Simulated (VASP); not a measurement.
# MgO (P6_3/mmc) in VASP: notebook

The runs below take MgO through single point, with PBE.

Everything below comes from runs of VASP 6.6.1. Logs are shortened: lines on timing, memory, paths and dates and some standing lists are left out, and cuts for length are marked.

### 1 The cell of the first run

Symmetry: P6_3/mmc, No. 194, hexagonal system. The conventional cell has a = 3.540 Å, b = 3.540 Å, c = 4.262 Å, α = 90.00°, β = 90.00°, γ = 120.00°. Mg (site symmetry -6m2) has 5 O at 2.04 to 2.13 Å within 2.7 Å. Within 2.7 Å of O (site symmetry -6m2) lie 5 Mg at 2.04 to 2.13 Å.

### 2 Single point, PBE (volume 11.563 Å^3 an atom, c/a of the conventional cell 1.2039)

File INCAR:

```
PREC = Accurate
ENCUT = 520
EDIFF = 1E-6
ISMEAR = 0
SIGMA = 0.05
LREAL = False
LASPH = True
NELM = 60
ALGO = Normal
ISIF = 2
LWAVE = False
LCHARG = True
GGA = PE
LELF = True
LVHAR = True
NBANDS = 16
```

File KPOINTS:

```
regular mesh
0
Gamma
  9 9 6
```

File POSCAR:

```
MgO
1.0
    3.5399797865      0.0000000000      0.0000000000
   -1.7699898933      3.0657124240      0.0000000000
    0.0000000000      0.0000000000      4.2618515768
Mg O
2 2
Direct
    0.6666666667      0.3333333333      0.7500000000
    0.3333333333      0.6666666667      0.2500000000
    0.6666666667      0.3333333333      0.2500000000
    0.3333333333      0.6666666667      0.7500000000
```

Potentials or basis: VASP PAW PBE potentials, release 64 (Mg, O).

On the command line:

```bash
$ cat potpaw_PBE.64/Mg/POTCAR potpaw_PBE.64/O/POTCAR > POTCAR
$ mpirun -np 1 vasp_std > vasp.out
```

OUTCAR:

```text
PREC = Accurate
   ENCUT = 520
   EDIFF = 1E-6
   ISMEAR = 0
   LREAL = False
   LASPH = True
   NELM = 60
   ISIF = 2
   GGA = PE

 ion  position               nearest neighbor table
   1  0.667  0.333  0.750-   4 2.04   4 2.04   4 2.04   3 2.13   3 2.13   2 2.95   2 2.95   2 2.95
                             2 2.95   2 2.95   2 2.95
   2  0.333  0.667  0.250-   3 2.04   3 2.04   3 2.04   4 2.13   4 2.13   1 2.95   1 2.95   1 2.95
                             1 2.95   1 2.95   1 2.95
   3  0.667  0.333  0.250-   2 2.04   2 2.04   2 2.04   1 2.13   1 2.13
   4  0.333  0.667  0.750-   1 2.04   1 2.04   1 2.04   2 2.13   2 2.13

  LATTYP: Found a hexagonal cell.
 ALAT       =     3.5399797865
 C/A-ratio  =     1.2039197492

  Lattice vectors:

 A1 = (   3.5399797865,   0.0000000000,   0.0000000000)
 A2 = (  -1.7699898933,   3.0657124240,   0.0000000000)
 A3 = (   0.0000000000,   0.0000000000,   4.2618515768)

Analysis of symmetry for initial positions (statically):
=====================================================================
 Subroutine PRICEL returns:
 Original cell was already a primitive cell.

 Routine SETGRP: Setting up the symmetry group for a
 hexagonal supercell.

 Subroutine GETGRP returns: Found 24 space group operations
 (whereof 12 operations were pure point group operations)
 out of a pool of 24 trial point group operations.

The static configuration has the point symmetry D_3d.
 The point group associated with its full space group is D_6h.

Analysis of symmetry for dynamics (positions and initial velocities):
=====================================================================
 Subroutine PRICEL returns:
 Original cell was already a primitive cell.

 Routine SETGRP: Setting up the symmetry group for a
 hexagonal supercell.

 Subroutine GETGRP returns: Found 24 space group operations
 (whereof 12 operations were pure point group operations)
 out of a pool of 24 trial point group operations.

The dynamic configuration has the point symmetry D_3d.
 The point group associated with its full space group is D_6h.

 Subroutine INISYM returns: Found 24 space group operations
 (whereof 12 operations are pure point group operations),
 and found     1 'primitive' translations

----------------------------------------------------------------------------------------

                                     Primitive cell

  volume of cell :      46.2520

  direct lattice vectors                    reciprocal lattice vectors
     3.539979787  0.000000000  0.000000000     0.282487489  0.163094228  0.000000000
    -1.769989893  3.065712424  0.000000000     0.000000000  0.326188455  0.000000000
     0.000000000  0.000000000  4.261851577     0.000000000  0.000000000  0.234639800

  length of vectors
     3.539979787  3.539979787  4.261851577     0.326188455  0.326188455  0.234639800

  position of ions in fractional coordinates (direct lattice)
     0.666666667  0.333333333  0.750000000
     0.333333333  0.666666667  0.250000000
     0.666666667  0.333333333  0.250000000
     0.333333333  0.666666667  0.750000000

  ion indices of the primitive-cell ions
   primitive index   ion index
                 1           1
                 2           2
                 3           3
                 4           4

----------------------------------------------------------------------------------------

 KPOINTS: regular mesh

Automatic generation of k-mesh.
 Grid dimensions read from file:
 generate k-points for:    9    9    6

 Generating k-lattice:

  Cartesian coordinates                     Fractional coordinates (reciprocal lattice)
     0.031387499  0.018121581  0.000000000     0.111111111  0.000000000  0.000000000
     0.000000000  0.036243162  0.000000000     0.000000000  0.111111111  0.000000000
     0.000000000  0.000000000  0.039106633     0.000000000  0.000000000  0.166666667

  Length of vectors
     0.036243162  0.036243162  0.039106633

  Shift w.r.t. Gamma in fractional coordinates (k-lattice)
     0.000000000  0.000000000  0.000000000

 Subroutine IBZKPT returns following result:
 ===========================================

 Found     48 irreducible k-points:

 Following reciprocal coordinates:
            Coordinates               Weight
  0.000000  0.000000  0.000000      1.000000
  0.111111  0.000000  0.000000      6.000000
  0.222222  0.000000  0.000000      6.000000
  0.333333  0.000000  0.000000      6.000000
  0.444444  0.000000  0.000000      6.000000
  0.111111  0.111111  0.000000      6.000000
[... 16 lines left out ...]
  0.333333  0.222222  0.166667     24.000000
  0.333333  0.333333  0.166667      4.000000
 [... further k-points ...]
   k-points           NKPTS =     48   k-points in BZ     NKDIM =     48   number of bands    NBANDS=     16
   number of dos      NEDOS =    301   number of ions     NIONS =      4
   total plane-waves  NPLWV =  25088
   dimension x,y,z NGX =    28 NGY =   28 NGZ =   32
   dimension x,y,z NGXF=    56 NGYF=   56 NGZF=   64
   ions per type =               2   2
   NGX,Y,Z   is equivalent  to a cutoff of  13.15, 13.15, 12.48 a.u.
   NGXF,Y,Z  is equivalent  to a cutoff of  26.30, 26.30, 24.97 a.u.
 SYSTEM =  unknown system
   PREC   = accura    normal or accurate (medium, high low for compatibility)
   ISTART =      0    job   : 0-new  1-cont  2-samecut
   ICHARG =      2    charge: 1-file 2-atom 10-const
   ISPIN  =      1    spin polarized calculation?
   LNONCOLLINEAR =      F non collinear calculations
   LSORBIT =      F    spin-orbit coupling
   LASPH  =      T    aspherical Exc in radial PAW
   ENCUT  =  520.0 eV  38.22 Ry    6.18 a.u.   6.58  6.58  7.92*2*pi/ulx,y,z
   NELM   =     60;   NELMIN=  2; NELMDL= -5     # of ELM steps
   EDIFF  = 0.1E-05   stopping-criterion for ELM
   LREAL  =      F    real-space projection
   EDIFFG = 0.1E-04   stopping-criterion for IOM
   NSW    =      0    number of steps for IOM
   IBRION =     -1    ionic relax: 0-MD 1-quasi-New 2-CG
   NFREE  =      0    steps in history (QN), initial steepest desc. (CG)
   ISIF   =      2    stress and relaxation
   ISYM   =      2    0-nonsym 1-usesym 2-fastsym
   POTIM  = 0.5000    time-step for ionic-motion
   TEBEG  =    0.0;   TEEND  =   0.0 temperature during run
   PSTRESS=    0.0 pullay stress
   NELECT =      16.0000    total number of electrons
   NUPDOWN=      -1.0000    fix difference up-down
   EMIN   =  10.00;   EMAX   =-10.00  energy-range for DOS
   EFERMI =   0.00;   METHOD = LEGACY
   ISMEAR =     0;   SIGMA  =   0.05  broadening in eV -4-tet -1-fermi 0-gaus
   EFERMI_NEDOS =   21; number of points for ismear=-14 and -15
   IALGO  =     38    algorithm
   IMIX   =      4    mixing-type and parameters
     AMIX     =   0.40;   BMIX     =  1.00
     AMIX_MAG =   1.60;   BMIX_MAG =  1.00
  volume/ion in A,a.u.               =      11.56        78.03
  Fermi-wavevector in a.u.,A,eV,Ry     =   1.149224  2.171718 17.969427  1.320716
  Thomas-Fermi vector in A             =   2.285895
   LORBIT       =      0    0 simple, 1 ext, 2 COOP (PROOUT), +10 PAW based schemes
   GGA     = PE    functional components
   LHFCALC =     F    Hartree Fock is set to
   AEXX    =    0.0000 exact exchange contribution
   IVDW    =     0    specifies the selected vdW correction
   LEPSILON=     F    determine dielectric tensor
   LRPA    =     F    only Hartree local field effects (RPA)
 non-spin polarized calculation
 Gauss-broadening in eV      SIGMA  =   0.05
  energy-cutoff  :      520.00
  volume of cell :       46.25
 maximum number of plane-waves:      1276
 NGX is ok and might be reduce to    28
   NGX = 13   NGY = 13   NGZ = 15

 number of electron      15.9999989 magnetization

 Free energy of the ion-electron system (eV)
  ---------------------------------------------------
  ext. energy  EPLUGINS =         0.00000000
  ---------------------------------------------------
  free energy    TOTEN  =       -23.66887309 eV

  energy without entropy =      -23.66887309  energy(sigma->0) =      -23.66887309

 E-fermi :   1.9097     XC(G=0):  -9.8545

 val. band max:        1.6913107006   @ k =   0.0000   0.0000   0.0000
 cond. band min:       4.8692926385   @ k =   0.0000   0.0000   0.0000
 fundamental gap:      3.1779819379
 Fermi energy:         1.9096970930

 k-point     1 :       0.0000    0.0000    0.0000
  band No.  band energies     occupation
      1     -15.0348      2.00000
      2     -13.7682      2.00000
      3      -1.7876      2.00000
      4       0.0506      2.00000
      5       0.0506      2.00000
      6       0.9378      2.00000
[... 8 lines left out ...]
     15      16.8305      0.00000
     16      17.0365      0.00000

 k-point     2 :       0.1111    0.0000    0.0000
  band No.  band energies     occupation
      1     -14.9793      2.00000
      2     -13.7776      2.00000
      3      -1.6945      2.00000
      4      -0.1378      2.00000
      5      -0.0409      2.00000
      6       0.6395      2.00000
[... 8 lines left out ...]
     15      16.4623      0.00000
     16      16.5075      0.00000

 k-point     3 :       0.2222    0.0000    0.0000
  band No.  band energies     occupation
      1     -14.8267      2.00000
      2     -13.8122      2.00000
      3      -1.4280      2.00000
      4      -0.6897      2.00000
      5      -0.2335      2.00000
      6       0.2151      2.00000
[... 8 lines left out ...]
     15      15.5598      0.00000
     16      15.9711      0.00000

 k-point     4 :       0.3333    0.0000    0.0000
  band No.  band energies     occupation
      1     -14.6185      2.00000
      2     -13.8842      2.00000
      3      -1.2992      2.00000
      4      -1.0333      2.00000
      5      -0.4144      2.00000
      6      -0.0587      2.00000
[... 8 lines left out ...]
     15      15.3904      0.00000
     16      15.8666      0.00000
[... 324 lines left out ...]
 k-point    22 :       0.2222    0.2222    0.1667
  band No.  band energies     occupation
      1     -14.4588      2.00000
      2     -13.9602      2.00000
      3      -1.4011      2.00000
      4      -1.3610      2.00000
      5      -0.3525      2.00000
      6      -0.0017      2.00000
[... 8 lines left out ...]
     15      15.5756      0.00000
     16      16.8611      0.00000

 k-point    23 :       0.3333    0.2222    0.1667
  band No.  band energies     occupation
      1     -14.2967      2.00000
      2     -14.0482      2.00000
      3      -1.6617      2.00000
      4      -1.1159      2.00000
      5      -0.7274      2.00000
      6       0.2384      2.00000
[... 8 lines left out ...]
     15      15.4708      0.00000
     16      16.9223      0.00000

 k-point    24 :       0.3333    0.3333    0.1667
  band No.  band energies     occupation
      1     -14.1595      2.00000
      2     -14.1595      2.00000
      3      -1.6234      2.00000
      4      -1.0066      2.00000
      5      -1.0066      2.00000
      6       0.5660      2.00000
[... 8 lines left out ...]
     15      15.4448      0.00000
     16      17.6748      0.00000

 [... further k-points ...]
[... 5 lines left out ...]
  --------------------------------------------------------------------------------------
  -------------------------------------------------------------------------------------
  Total       -0.6906883     -0.6906883     -0.7632690      0.0000000     -0.0000000      0.0000000
  in kB      -23.9255639    -23.9255639    -26.4397721      0.0000000     -0.0000000      0.0000000
  external PRESSURE =     -24.7636333 kB  Pullay stress =       0.0000000 kB

 VOLUME and BASIS-vectors are now :
 -----------------------------------------------------------------------------
  energy-cutoff  :      520.00
  volume of cell :       46.25
      direct lattice vectors                 reciprocal lattice vectors
     3.539979787  0.000000000  0.000000000     0.282487489  0.163094228  0.000000000
    -1.769989893  3.065712424  0.000000000     0.000000000  0.326188455  0.000000000
     0.000000000  0.000000000  4.261851577     0.000000000  0.000000000  0.234639800

 POSITION                                       TOTAL-FORCE (eV/Angst)
 -----------------------------------------------------------------------------------
      1.76999      1.02190      3.19639         0.000000     -0.000000     -0.000000
     -0.00000      2.04381      1.06546        -0.000000      0.000000     -0.000000
      1.76999      1.02190      1.06546        -0.000000      0.000000      0.000000
     -0.00000      2.04381      3.19639        -0.000000     -0.000000      0.000000
 -----------------------------------------------------------------------------------
    total drift:                               -0.000000      0.000000     -0.000000

  FREE ENERGIE OF THE ION-ELECTRON SYSTEM (eV)
  ---------------------------------------------------
  free  energy   TOTEN  =       -23.6688730923 eV

  energy  without entropy=      -23.6688730923  energy(sigma->0) =      -23.66887309
```

Wall time 32 s (1 thread of Intel Xeon 6975P-C, shared host); peak memory 0.18 GiB.

Results:

- Free energy: -23.6689 eV
- Pressure: -2.5 GPa
- Band gap on the k mesh: 3.18 eV, direct

### 3 Single point, PBE (volume 11.563 Å^3 an atom, c/a of the conventional cell 1.2837)

File INCAR:

```
SYSTEM = MgO
ALGO = Normal ; EDIFF = 1E-7
ENCUT = 520 ; GGA = PE
ISIF = 2 ; ISMEAR = 0
LASPH = .True. ; LCHARG = .False.
LREAL = .False. ; LWAVE = .False.
NBANDS = 16 ; NELM = 80
PREC = Accurate ; SIGMA = 0.05
```

File KPOINTS:

```
k-points
0
Gamma
  9 9 6
  0 0 0
```

File POSCAR:

```
MgO
1.0
    3.4650708155      0.0000000000      0.0000000000
   -1.7325354078      3.0008393521      0.0000000000
    0.0000000000      0.0000000000      4.4481114058
Mg O
2 2
Direct
    0.6666666667      0.3333333333      0.7500000000
    0.3333333333      0.6666666667      0.2500000000
    0.6666666667      0.3333333333      0.2500000000
    0.3333333333      0.6666666667      0.7500000000
```

Potentials or basis: VASP PAW PBE potentials, release 64 (Mg, O).

On the command line:

```bash
$ cat potpaw_PBE.64/Mg/POTCAR potpaw_PBE.64/O/POTCAR > POTCAR
$ mpirun -np 1 vasp_std > vasp.out
```

Run time: 42 s. Hardware: 1 thread of Intel Xeon 6975P-C, shared host; peak memory 0.19 GiB.

The run converged. Its results:

* Free energy: -23.6149 eV
* Pressure: -1.8 GPa
* Band gap on the k mesh: 3.09 eV, direct

Stress tensor (GPa, compression positive):
```
 0.99  0.00  0.00
 0.00  0.99  0.00
 0.00  0.00 -7.23
```

Levels at points of the mesh, in eV from the valence-band top:
| k point | band 4 | band 5 | band 6 | band 7 | band 8 | band 9 | band 10 | band 11 | band 12 | band 13 |
| --- | --- | --- | --- | --- | --- | --- | --- | --- | --- | --- |
| (0.00, 0.00, 0.00) | -1.63 | -1.63 | -0.91 | -0.91 | 0.00 | 3.09 | 8.81 | 11.18 | 12.60 | 12.60 |
| (0.00, 0.00, 0.50) | -2.37 | -1.28 | -1.28 | -1.28 | -1.28 | 6.04 | 6.04 | 12.96 | 12.96 | 12.96 |
